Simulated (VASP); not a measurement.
## W3Se: single point with PBE

The system is W3Se.

```
CELL_PARAMETERS angstrom
5.83655 0.00000 0.00000
-2.91828 5.05460 0.00000
0.00000 0.00000 4.59424
ATOMIC_POSITIONS crystal
W 0.84486 0.68971 0.25000
W 0.15514 0.84486 0.75000
W 0.31029 0.15514 0.25000
W 0.15514 0.31029 0.75000
W 0.84486 0.15514 0.25000
W 0.68971 0.84486 0.75000
Se 0.33333 0.66667 0.25000
Se 0.66667 0.33333 0.75000
```

```json
{"Program": "VASP 6.6.1", "Task": "single point", "Functional": "PBE", "Potentials or basis": "VASP PAW PBE potentials, release 64 (W_sv, Se)", "Cutoff": "520 eV", "k mesh": "6 × 6 × 8", "Occupations": "gaussian, width 0.1 eV", "Spin": "no spin polarisation", "Dipole correction": "no", "Further INCAR settings": "ALGO = Normal; EDIFF = 1e-06; NBANDS = 58"}
```

* Pressure: 0.4 GPa
* Largest force: 0.023 eV/Å
* Band gap on the k mesh: zero (bands 48 and 49 overlap by 0.60 eV)

Forces on the atoms (eV/Å):
```
W    0.000 -0.023  0.000
W    0.019 -0.011  0.000
W    0.019  0.011  0.000
W    0.000  0.023  0.000
W   -0.019  0.011  0.000
W   -0.019 -0.011  0.000
Se   0.000  0.000  0.000
Se   0.000  0.000  0.000
```

Stress tensor (GPa, compression positive):
```
0.36 0.00 0.00
0.00 0.36 0.00
0.00 0.00 0.50
```

Levels at points of the mesh, in eV from the Fermi level:
```
           k point  band 44  band 45  band 46  band 47  band 48  band 49  band 50  band 51  band 52  band 53
(0.00, 0.00, 0.00)    -1.30    -1.30    -1.09    -0.36    -0.20    -0.20     0.85     0.85     0.98     0.98
(0.50, 0.00, 0.00)    -1.40    -1.30    -1.20    -1.10    -0.98     0.18     0.46     0.51     0.55     0.58
(0.00, 0.00, 0.50)    -2.95    -1.47    -1.47     0.07     0.07     0.07     0.07     0.50     0.50     1.77
(0.50, 0.00, 0.50)    -2.03    -0.86    -0.86    -0.27    -0.27     0.44     0.44     0.59     0.59     0.80
```

It took 2.8 min on 1 thread of Intel(R) Xeon(R) 6975P-C (Granite Rapids) (shared host), peak memory 0.4 GiB.

Caveat: spin-orbit coupling is left out, which moves the levels of the heavy elements.
